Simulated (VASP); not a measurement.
A run of VASP 6.6.1 is set up as follows.

Contents of INCAR:

```
PREC = Accurate ; ENCUT = 520
EDIFF = 1E-7 ; ISMEAR = -1
SIGMA = 0.1 ; LREAL = False
LASPH = True ; NELM = 150
ALGO = Normal ; ISIF = 2
LWAVE = False ; LCHARG = False
LNONCOLLINEAR = True ; MAGMOM = 0 0 0 0 0 0
LORBIT = 11 ; LSORBIT = True
GGA_COMPAT = False ; LORBMOM = True
LMAXMIX = 4 ; GGA = PE
NBANDS = 32
```

File KPOINTS:

```
regular mesh
0
Gamma
  13 13 7
```

POSCAR

```
Pt
1.0
    2.7668411669      0.0000000000      0.0000000000
   -1.3834205835      2.3961547388      0.0000000000
    0.0000000000      0.0000000000      4.7569169079
Pt
2
Direct
    0.3333333333      0.6666666667      0.2500000000
    0.6666666667      0.3333333333      0.7500000000
```

Potentials or basis: VASP PAW PBE potentials, release 64 (Pt).

The run is started by

```sh
$ cat potpaw_PBE.64/Pt/POTCAR > POTCAR
$ mpirun -np 1 vasp_ncl > vasp.out
```

(1) Predict the net moment.

(2) Predict the pressure.

Answers

(1) 0.00 μB per cell.

(2) 0.2 GPa.
